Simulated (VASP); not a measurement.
# In2O3 in VASP: further runs

The runs below take In2O3 through single point, with PBE.

Everything below comes from runs of VASP 6.6.1. Logs are shortened: lines on timing, memory, paths and dates and some standing lists are left out, and cuts for length are marked.

## Step 1: The cell of the first run

The cell holds a disordered packing, 20 atoms: a = 6.549 Å, b = 6.526 Å, c = 6.366 Å, α = 90.85°, β = 90.48°, γ = 88.94°.

## Step 2: Single point, PBE

INCAR reads:

```
SYSTEM = In2O3
  ALGO = Normal
  EDIFF = 1E-7
  ENCUT = 520
  GGA = PE
  ISIF = 2
  ISMEAR = -1
  ISYM = 0
  LASPH = .TRUE.
  LCHARG = .FALSE.
  LREAL = Auto
  LWAVE = .FALSE.
  NBANDS = 104
  NELM = 60
  PREC = Accurate
  SIGMA = 0.2585
```

KPOINTS reads:

```
k-points
0
G
  1 1 1
  0 0 0
```

POSCAR reads:

```
In2O3
1.0
    6.5491560000      0.0602710000     -0.0265460000
    0.0602710000      6.5253210000     -0.0478520000
   -0.0265460000     -0.0478520000      6.3657510000
In O
8 12
Direct
    0.1352351446      0.7606968627      0.1377992665
    0.6141588565      0.6825033453      1.1359270275
    0.3012156612      0.9242506124      0.6668373160
    0.2635961652      0.3887359787      0.7226291474
    0.3428037237      0.1929998257      0.1892698120
    0.6778375837      0.2567246526      0.4086917105
    0.8143665535      0.7905966373      0.6207583056
    0.7907765194      0.2367896376      0.8827068183
    0.3828072805      0.4301647844      0.3955420574
    0.3468036900      0.6444871576      0.8866251995
    0.5231318406      0.9106870201      0.3370771576
    0.8514226990      0.7525903490      0.9609150311
    0.4890838990      0.3403352260     -0.0404544660
    0.0903072432      1.1413785979      0.5576076640
    0.8220536973      0.4428711462      0.2318688726
    0.5621373286      0.9817206284      0.7253575883
    0.6377197609      0.5364699826      0.6654027263
    1.0291949249      1.1403179833      0.2440752874
    0.0917743265      0.2290872414     -0.0453665995
    0.1198975364      0.7271232053      0.4777786784
```

Potentials or basis: VASP PAW PBE potentials, release 64 (In_d, O).

The run is started by

```sh
$ cat potpaw_PBE.64/In_d/POTCAR potpaw_PBE.64/O/POTCAR > POTCAR
$ mpirun -np 1 vasp_gam > vasp.out
```

OUTCAR:

```text
SYSTEM = In2O3
   EDIFF = 1E-7
   ENCUT = 520
   GGA = PE
   ISIF = 2
   ISMEAR = -1
   ISYM = 0
   LASPH = .TRUE.
   LREAL = Auto
   NELM = 60
   PREC = Accurate

 ion  position               nearest neighbor table
   1  0.135  0.761  0.138-  12 2.17  20 2.18  10 2.24  18 2.64   5 3.17   2 3.17   3 3.39   2 3.46
                             4 3.65   3 3.68   7 3.74   7 3.90   5 3.94
   2  0.614  0.683  0.136-  12 1.98  11 2.03  15 2.15  10 2.37  13 2.63   9 2.82   1 3.17   6 3.32
                             7 3.41   1 3.46   8 3.49   7 3.63   5 3.71   5 3.76   3 3.94   4 3.97
   3  0.301  0.924  0.667-  16 1.79  14 2.08  20 2.12  10 2.33  11 2.56   4 3.05   7 3.33   1 3.39
                             7 3.47   4 3.53   5 3.55   1 3.68   6 3.72   5 3.75   2 3.94
   4  0.264  0.389  0.723-  10 2.04  13 2.12  19 2.16  14 2.23   9 2.25  17 2.68  20 2.86   3 3.05
                             5 3.28   8 3.44   6 3.47   3 3.53   5 3.65   1 3.65   8 3.71   7 3.96
   5  0.343  0.193  0.189-  13 2.02   9 2.03  18 2.12  19 2.22  11 2.37   6 2.63  14 2.91   1 3.17
                             4 3.28   3 3.55   8 3.56   4 3.65   2 3.71   3 3.75   2 3.76   1 3.94
   6  0.678  0.257  0.409-  15 1.93   9 2.22  17 2.44  11 2.53   5 2.63  18 2.63  16 2.84  14 2.94
                             8 3.10   2 3.32   8 3.44   7 3.45   4 3.47   3 3.72   7 3.84
   7  0.814  0.791  0.621-  17 2.06  16 2.16  12 2.19  20 2.23  11 2.73  14 2.98   3 3.33   8 3.34
                             2 3.41   6 3.45   3 3.47   2 3.63   1 3.74   6 3.84   1 3.90   4 3.96
   8  0.791  0.237  0.883-  19 2.02  13 2.13  16 2.46  15 2.59  17 2.59  18 2.84  14 2.92   6 3.10
                             7 3.34   6 3.44   4 3.44   2 3.49   5 3.56   4 3.71   7 4.01
   9  0.383  0.430  0.396-   5 2.03   6 2.22   4 2.25   2 2.82
  10  0.347  0.644  0.887-   4 2.04   1 2.24   3 2.33   2 2.37
  11  0.523  0.911  0.337-   2 2.03   5 2.37   6 2.53   3 2.56   7 2.73
  12  0.851  0.753  0.961-   2 1.98   1 2.17   7 2.19
  13  0.489  0.340  0.960-   5 2.02   4 2.12   8 2.13   2 2.63
  14  0.090  0.141  0.558-   3 2.08   4 2.23   5 2.91   8 2.92   6 2.94   7 2.98
  15  0.822  0.443  0.232-   6 1.93   2 2.15   8 2.59
  16  0.562  0.982  0.725-   3 1.79   7 2.16   8 2.46   6 2.84
  17  0.638  0.536  0.665-   7 2.06   6 2.44   8 2.59   4 2.68
  18  0.029  0.140  0.244-   5 2.12   6 2.63   1 2.64   8 2.84
  19  0.092  0.229  0.955-   8 2.02   4 2.16   5 2.22
  20  0.120  0.727  0.478-   3 2.12   1 2.18   7 2.23   4 2.86

IMPORTANT INFORMATION: All symmetrisations will be switched off!
NOSYMM: (Re-)initialisation of all symmetry stuff for point group C_1.

----------------------------------------------------------------------------------------

                                     Primitive cell

  volume of cell :     272.0000

  direct lattice vectors                    reciprocal lattice vectors
     6.549156000  0.060271000 -0.026546000     0.152706907 -0.001405882  0.000626239
     0.060271000  6.525321000 -0.047852000    -0.001405882  0.153270557  0.001146288
    -0.026546000 -0.047852000  6.365751000     0.000626239  0.001146288  0.157101884

  length of vectors
     6.549487125  6.525774786  6.365986200     0.152714663  0.153281291  0.157107314

  position of ions in fractional coordinates (direct lattice)
     0.135235145  0.760696863  0.137799266
     0.614158856  0.682503345  0.135927028
     0.301215661  0.924250612  0.666837316
     0.263596165  0.388735979  0.722629147
     0.342803724  0.192999826  0.189269812
     0.677837584  0.256724653  0.408691711
[... 12 lines left out ...]
     0.091774327  0.229087241  0.954633401
     0.119897536  0.727123205  0.477778678

  ion indices of the primitive-cell ions
   primitive index   ion index
                 1           1
                 2           2
                 3           3
                 4           4
                 5           5
                 6           6
[... 12 lines left out ...]
                19          19
                20          20

----------------------------------------------------------------------------------------

 KPOINTS: k-points

Automatic generation of k-mesh.
 Grid dimensions read from file:
 generate k-points for:    1    1    1

 Generating k-lattice:

  Cartesian coordinates                     Fractional coordinates (reciprocal lattice)
     0.152706907 -0.001405882  0.000626239     1.000000000  0.000000000  0.000000000
    -0.001405882  0.153270557  0.001146288     0.000000000  1.000000000  0.000000000
     0.000626239  0.001146288  0.157101884     0.000000000  0.000000000  1.000000000

  Length of vectors
     0.152714663  0.153281291  0.157107314

  Shift w.r.t. Gamma in fractional coordinates (k-lattice)
     0.000000000  0.000000000  0.000000000

 Subroutine IBZKPT returns following result:
 ===========================================

 Found      1 irreducible k-points:

 Following reciprocal coordinates:
            Coordinates               Weight
  0.000000  0.000000  0.000000      1.000000
   k-points           NKPTS =      1   k-points in BZ     NKDIM =      1   number of bands    NBANDS=    104
   number of dos      NEDOS =    301   number of ions     NIONS =     20
   total plane-waves  NPLWV = 120000
   dimension x,y,z NGX =    50 NGY =   50 NGZ =   48
   dimension x,y,z NGXF=   100 NGYF=  100 NGZF=   96
   ions per type =               8  12
   NGX,Y,Z   is equivalent  to a cutoff of  12.69, 12.74, 12.54 a.u.
   NGXF,Y,Z  is equivalent  to a cutoff of  25.38, 25.48, 25.07 a.u.
 SYSTEM =  In2O3
   PREC   = accura    normal or accurate (medium, high low for compatibility)
   ISTART =      0    job   : 0-new  1-cont  2-samecut
   ICHARG =      2    charge: 1-file 2-atom 10-const
   ISPIN  =      1    spin polarized calculation?
   LNONCOLLINEAR =      F non collinear calculations
   LSORBIT =      F    spin-orbit coupling
   LASPH  =      T    aspherical Exc in radial PAW
   ENCUT  =  520.0 eV  38.22 Ry    6.18 a.u.  12.18 12.13 11.84*2*pi/ulx,y,z
   NELM   =     60;   NELMIN=  2; NELMDL= -5     # of ELM steps
   EDIFF  = 0.1E-06   stopping-criterion for ELM
   LREAL  =      T    real-space projection
   EDIFFG = 0.1E-05   stopping-criterion for IOM
   NSW    =      0    number of steps for IOM
   IBRION =     -1    ionic relax: 0-MD 1-quasi-New 2-CG
   NFREE  =      0    steps in history (QN), initial steepest desc. (CG)
   ISIF   =      2    stress and relaxation
   ISYM   =      0    0-nonsym 1-usesym 2-fastsym
   POTIM  = 0.5000    time-step for ionic-motion
   TEBEG  =    0.0;   TEEND  =   0.0 temperature during run
   PSTRESS=    0.0 pullay stress
   NELECT =     176.0000    total number of electrons
   NUPDOWN=      -1.0000    fix difference up-down
   EMIN   =  10.00;   EMAX   =-10.00  energy-range for DOS
   EFERMI =   0.00;   METHOD = LEGACY
   ISMEAR =    -1;   SIGMA  =   0.26  broadening in eV -4-tet -1-fermi 0-gaus
   EFERMI_NEDOS =   21; number of points for ismear=-14 and -15
   IALGO  =     38    algorithm
   IMIX   =      4    mixing-type and parameters
     AMIX     =   0.40;   BMIX     =  1.00
     AMIX_MAG =   1.60;   BMIX_MAG =  1.00
  volume/ion in A,a.u.               =      13.60        91.78
  Fermi-wavevector in a.u.,A,eV,Ry     =   1.415977  2.675808 27.279543  2.004990
  Thomas-Fermi vector in A             =   2.537359
   LORBIT       =      0    0 simple, 1 ext, 2 COOP (PROOUT), +10 PAW based schemes
   GGA     = PE    functional components
   LHFCALC =     F    Hartree Fock is set to
   AEXX    =    0.0000 exact exchange contribution
   IVDW    =     0    specifies the selected vdW correction
   LEPSILON=     F    determine dielectric tensor
   LRPA    =     F    only Hartree local field effects (RPA)
 non-spin polarized calculation
  energy-cutoff  :      520.00
  volume of cell :      272.00
 maximum number of plane-waves:      3653
 NGX is ok and might be reduce to    50
   NGX = 25   NGY = 25   NGZ = 23

 number of electron     176.0000007 magnetization

 Free energy of the ion-electron system (eV)
  ---------------------------------------------------
  ext. energy  EPLUGINS =         0.00000000
  ---------------------------------------------------
  free energy    TOTEN  =       -96.07944910 eV

  energy without entropy =      -95.59288426  energy(sigma->0) =      -95.83616668

 E-fermi :   6.4883     XC(G=0): -10.9234

 val. band max:        5.8665246347   @ k =   0.0000   0.0000   0.0000
 cond. band min:       7.0093018816   @ k =   0.0000   0.0000   0.0000
 fundamental gap:      1.1427772469
 Fermi energy:         6.4882856499

 k-point     1 :       0.0000    0.0000    0.0000
  band No.  band energies     occupation
      1     -13.3036      2.00000
      2     -12.6650      2.00000
      3     -12.3284      2.00000
      4     -12.0172      2.00000
      5     -11.8183      2.00000
      6     -11.6574      2.00000
[... 92 lines left out ...]
     99      11.3994      0.00000
    100      11.6762      0.00000
 [bands above 100 left out]

------------------------ aborting loop because EDIFF is reached ----------------------------------------

  FORCE on cell =-STRESS in cart. coord.  units (eV):
  Direction    XX          YY          ZZ          XY          YZ          ZX
  --------------------------------------------------------------------------------------
  -------------------------------------------------------------------------------------
  Total       23.5591909     14.3970615     13.1008275      4.7207176     -0.7281614      2.6331116
  in kB      138.7720644     84.8038437     77.1685619     27.8067156     -4.2891313     15.5099692
  external PRESSURE =     100.2481566 kB  Pullay stress =       0.0000000 kB

 VOLUME and BASIS-vectors are now :
 -----------------------------------------------------------------------------
  energy-cutoff  :      520.00
  volume of cell :      272.00
      direct lattice vectors                 reciprocal lattice vectors
     6.549156000  0.060271000 -0.026546000     0.152706907 -0.001405882  0.000626239
     0.060271000  6.525321000 -0.047852000    -0.001405882  0.153270557  0.001146288
    -0.026546000 -0.047852000  6.365751000     0.000626239  0.001146288  0.157101884

 POSITION                                       TOTAL-FORCE (eV/Angst)
 -----------------------------------------------------------------------------------
      0.92787      4.96535      0.83721        -1.253010     -0.543404      0.781520
      4.05975      4.48406      0.81632        -1.086645     -2.100242     -0.350062
      2.01071      6.01728      4.19270        -4.861009     -3.499540     -1.665670
      1.73058      2.51793      4.57448         0.520836      0.919512     -2.610877
      2.25168      1.27099      1.18651        -2.186783     -1.189685     -0.016798
      4.44389      1.69651      2.57135         1.128150     -0.083050      2.901865
[... 12 lines left out ...]
      0.58951      1.45472      6.06356        -0.130088     -1.475853     -1.255964
      0.81637      4.72908      3.00344        -1.226201     -0.089600      0.169492
 -----------------------------------------------------------------------------------
    total drift:                               -0.005263     -0.008961     -0.017294

  FREE ENERGIE OF THE ION-ELECTRON SYSTEM (eV)
  ---------------------------------------------------
  free  energy   TOTEN  =       -96.0794490957 eV

  energy  without entropy=      -95.5928842614  energy(sigma->0) =      -95.83616668
```

It took 32 s on 1 thread of Intel Xeon 6975P-C (Granite Rapids), shared host; peak memory 0.32 GiB.

Results:

- Free energy: -96.0794 eV
- Pressure: 10.0 GPa
- Largest force: 8.167 eV/Å

Forces on the atoms (eV/Å):
```
In  -1.253 -0.543  0.782
In  -1.087 -2.100 -0.350
In  -4.861 -3.500 -1.666
In   0.521  0.920 -2.611
In  -2.187 -1.190 -0.017
In   1.128 -0.083  2.902
In   0.246 -0.979 -0.114
In  -1.847  1.084  0.179
O   -0.142 -0.532  0.552
O   -1.789  3.775  1.388
O   -0.565  1.680 -0.773
O    2.288  1.742 -0.960
O    2.053 -1.618  0.597
O   -1.422  1.674  0.528
O    0.097  1.783 -2.010
O    7.188  3.211  2.171
O    1.787 -2.155 -0.473
O    1.201 -1.604  0.961
O   -0.130 -1.476 -1.256
O   -1.226 -0.090  0.169
```

Caveat: the k points lie up to 0.99 Å⁻¹ apart; the atoms stand as in a frame of molecular dynamics; spin-orbit coupling is left out, which moves the levels of the heavy elements.

[end of part 1 of 3]
